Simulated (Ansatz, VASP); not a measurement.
**One calculation of Se, two programs**

File INCAR:

```
ALGO = Normal ; EDIFF = 1E-7
ENCUT = 520 ; GGA = PE
ISIF = 2 ; ISMEAR = 0
LASPH = T ; LCHARG = T
LELF = T ; LREAL = F
LVHAR = T ; LWAVE = F
NBANDS = 16 ; NELM = 80
PREC = Accurate ; SIGMA = 0.1
```

Contents of KPOINTS:

```
k-points
0
Gamma
  12 12 8
```

File POSCAR:

```
Se
1.0
    4.2945978848      0.0000000000      0.0000000000
   -2.1472989424      3.7192308673      0.0000000000
    0.0000000000      0.0000000000      5.3801493652
Se
3
Direct
    0.7113526204      0.0000000000      0.3333333333
    0.0000000000      0.7113526204      0.6666666667
    0.2886473796      0.2886473796      0.0000000000
```

Input for Ansatz:

```yaml
crystal:
  lattice:
    - [4.2945978848, 0.0, 0.0]
    - [-2.1472989424, 3.7192308673, 0.0]
    - [0.0, 0.0, 5.3801493652]
  atoms:
    - { symbol: Se, position: [0.7113526204, 0.0, 0.3333333333] }
    - { symbol: Se, position: [0.0, 0.7113526204, 0.6666666667] }
    - { symbol: Se, position: [0.2886473796, 0.2886473796, 0.0] }
basis:
  ecutwfc: 420
kpoints:
  mp_grid: { grid: [12, 12, 8] }
hamiltonian:
  xc: pbe
scf:
  occupations: { method: gaussian, width: 0.1 }
output:
  forces: true
  stress: true
  eigenvalues: true
```

Alike in both runs: task single point; functional PBE; k mesh 12 × 12 × 8; occupations gaussian, width 0.1 eV; no spin polarisation.

|  | VASP | Ansatz |
| --- | --- | --- |
| version | VASP 6.6.1 | Ansatz 0.2.0 |
| potentials or method | VASP PAW PBE potentials, release 64 (Se), cutoff 520 eV | scalar-relativistic, plane waves, PAW |
| valence electrons in the cell | 18 | 48 |

```csv
,VASP,Ansatz,Ansatz less VASP
gap on the k mesh at the Fermi level (eV),none,none,-
pressure (GPa),-8.5,-8.5,0.00
"traceless stress, the component that is largest in VASP (GPa)",-0.48,-0.48,+0.001
rms of the force components (eV/Å),0.639,0.639,-0.0004
```

Atom by atom the forces differ by 0.000 eV/Å (rms over components). A gap of «none» marks a metal or a gap that the smearing closes. VASP's potentials hold 18 valence electrons a cell and Ansatz's 48, so a difference there can come from the potentials and not from the codes.
